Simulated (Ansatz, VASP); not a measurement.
# LiH in VASP and in Ansatz

INCAR

```
  PREC = Accurate
  ENCUT = 520
  EDIFF = 1E-7
  ISMEAR = -1
  SIGMA = 0.1
  LREAL = F
  LASPH = T
  NELM = 100
  ALGO = Normal
  ISIF = 2
  LWAVE = F
  LCHARG = F
  GGA = PE
  NBANDS = 9
```

Contents of KPOINTS:

```
regular mesh
0
Gamma
  8 8 8
```

The input POSCAR:

```
LiH
1.0
    0.0000000000      2.0100000000      2.0100000000
    2.0100000000      0.0000000000      2.0100000000
    2.0100000000      2.0100000000      0.0000000000
Li H
1 1
Direct
    0.0000000000      0.0000000000      0.0000000000
    0.5000000000      0.5000000000      0.5000000000
```

Input for Ansatz:

```yaml
crystal:
  lattice:
    - [0, 2.01, 2.01]
    - [2.01, 0, 2.01]
    - [2.01, 2.01, 0]
  atoms:
    - { symbol: Li, position: [0, 0, 0] }
    - { symbol: H, position: [0.5, 0.5, 0.5] }
kpoints:
  mp_grid: { grid: [8, 8, 8] }
hamiltonian:
  xc: pbe
  pseudopotentials:
    kind: paw
    azcp:
      H: "pseudopotentials/pbe/paw/ansatz_paw_generated_hard_1/H.paw.azcp"
      Li: "pseudopotentials/pbe/paw/ansatz_paw_generated_hard_1/Li.paw.azcp"
scf:
  occupations: { method: fermi_dirac, width: 0.1 }
  convergence: { dr2_threshold: "1e-10 eV" }
  max_iter: 300
  n_bands: 18
output:
  forces: true
  stress: true
  eigenvalues: true
```

Alike in both runs: task single point; functional PBE; k mesh 8 × 8 × 8; occupations fermi-dirac, width 0.1 eV; no spin polarisation.

|  | VASP | Ansatz |
| --- | --- | --- |
| version | VASP 6.6.1 | Ansatz 0.2.0 development build |
| potentials or method | VASP PAW PBE potentials, release 64 (Li_sv, H) | plane waves, PAW datasets (generated hard set |
| plane-wave cutoff (eV) | 520 | 700 |
| valence electrons in the cell | 4 | 4 |

|  | VASP | Ansatz | Ansatz less VASP |
| --- | --- | --- | --- |
| gap on the k mesh at the Fermi level (eV) | 2.99 | 2.99 | +0.005 |

Noted on VASP's run: the cutoff is short for stress, so the pressure is rough.
